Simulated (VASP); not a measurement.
Here is a VASP 6.6.1 calculation.

Contents of INCAR:

```
  ALGO = Fast
  EDIFF = 1E-6
  ENCUT = 520
  GGA = PS
  ISIF = 2
  ISMEAR = 0
  LASPH = T
  LCHARG = F
  LREAL = F
  LWAVE = F
  NBANDS = 18
  NELM = 100
  PREC = Accurate
  SIGMA = 0.15
```

KPOINTS

```
k-points
0
Gamma
  16 16 16
```

File POSCAR:

```
InPd
1.0
    3.4625288945      0.8656322236      0.8656322236
    0.8656322236      3.4625288945      0.8656322236
    0.8656322236      0.8656322236      3.4625288945
In Pd
1 1
Direct
    0.0000000000      0.0000000000      0.0000000000
    0.5000000000      0.5000000000      0.5000000000
```

Potentials or basis: VASP PAW PBE potentials, release 64 (In_d, Pd).

Command:

```bash
$ cat potpaw_PBE.64/In_d/POTCAR potpaw_PBE.64/Pd/POTCAR > POTCAR
$ mpirun -np 1 vasp_std > vasp.out
```

Problem. What does it give for the pressure?

Solution. 15.5 GPa.

Caveat: the PAW data sets were made with another functional, which shifts forces and pressure a little.
